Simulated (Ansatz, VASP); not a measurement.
**Ti3O in VASP and in Ansatz**

POSCAR

```
Ti3O
1.0
    2.9357969426      0.0000000000      0.0000000000
   -1.4678984713      2.5424747326      0.0000000000
    0.0000000000      0.0000000000     23.6361929063
Ti O
3 1
Direct
    0.3333333333      0.6666666666      0.3596179822
    0.6666666667      0.3333333334      0.4531964183
    0.3333333333      0.6666666666      0.5467425953
    0.3333333333      1.1666666667      0.5785854058
```

Contents of INCAR.step1:

```
SYSTEM = Ti3O
PREC     = Accurate       ! precision mode
ENCUT    = 520            ! plane-wave cutoff, eV
ISMEAR   = 0              ! smearing method
SIGMA    = 0.1            ! smearing width, eV
LREAL    = .FALSE.        ! projectors in reciprocal space
LASPH    = .TRUE.         ! aspherical terms in the spheres
NELM     = 80             ! most SCF steps
LDIPOL   = .TRUE.       
IDIPOL   = 3            
DIPOL    = 0.5 0.5 0.485
NBANDS   = 29             ! bands
GGA      = PE             ! functional
ALGO     = Normal         ! electronic algorithm
EDIFF    = 1E-4           ! SCF threshold, eV
LWAVE    = .TRUE.         ! write WAVECAR
LCHARG   = .FALSE.        ! write CHGCAR
```

INCAR.step2

```
SYSTEM = Ti3O
PREC     = Accurate       ! precision mode
ENCUT    = 520            ! plane-wave cutoff, eV
EDIFF    = 1E-7           ! SCF threshold, eV
ISMEAR   = 0              ! smearing method
SIGMA    = 0.1            ! smearing width, eV
LREAL    = .FALSE.        ! projectors in reciprocal space
LASPH    = .TRUE.         ! aspherical terms in the spheres
NELM     = 80             ! most SCF steps
ALGO     = Normal         ! electronic algorithm
ISIF     = 2              ! what is computed and relaxed
LWAVE    = .FALSE.        ! write WAVECAR
LCHARG   = .FALSE.        ! write CHGCAR
LDIPOL   = .TRUE.       
IDIPOL   = 3            
DIPOL    = 0.5 0.5 0.485
METAGGA  = R2SCAN         ! meta-GGA
LMIXTAU  = .TRUE.       
NBANDS   = 29             ! bands
ISTART   = 1
```

File KPOINTS:

```
regular mesh
0
G
  12 12 1
  0 0 0
```

Input for Ansatz:

```yaml
crystal:
  lattice:
    - [2.9357969426, 0.0, 0.0]
    - [-1.4678984713, 2.5424747326, 0.0]
    - [0.0, 0.0, 23.6361929063]
  atoms:
    - { symbol: Ti, position: [0.3333333333, 0.6666666666, 0.3596179822] }
    - { symbol: Ti, position: [0.6666666667, 0.3333333334, 0.4531964183] }
    - { symbol: Ti, position: [0.3333333333, 0.6666666666, 0.5467425953] }
    - { symbol: O, position: [0.3333333333, 1.1666666667, 0.5785854058] }
basis:
  ecutwfc: 500
kpoints:
  mp_grid: { grid: [12, 12, 1] }
hamiltonian:
  xc: r2scan
scf:
  occupations: { method: gaussian, width: 0.1 }
output:
  forces: true
  stress: true
  eigenvalues: true
efield:
  axis: 3
  dipole_correction: true
  ramp_width: 0.04
```

Alike in both runs: task single point; functional r2SCAN; k mesh 12 × 12 × 1; occupations gaussian, width 0.1 eV; no spin polarisation.

```csv
,VASP,Ansatz
version,VASP 6.6.1,Ansatz 0.2.0
potentials or method,"VASP PAW PBE potentials, release 64 (Ti_sv, O), cutoff 520 eV","scalar-relativistic, plane waves, PAW"
valence electrons in the cell,42,42
```

VASP gave:

| Property | Result |
| --- | --- |
| gap on the k mesh at the Fermi level (eV) | none |
| rms of the force components (eV/Å) | 2.908 |

**Question.** What did Ansatz give for the same quantities?

**Answer.** gap on the k mesh at the Fermi level (eV): none; rms of the force components (eV/Å): 2.826.

VASP's potentials were made for PBE, not for r2SCAN. Atom by atom the forces differ by 0.085 eV/Å (rms over components). A gap of «none» marks a metal or a gap that the smearing closes. The functional is the same, so the differences come from potentials, cutoffs and numerics.
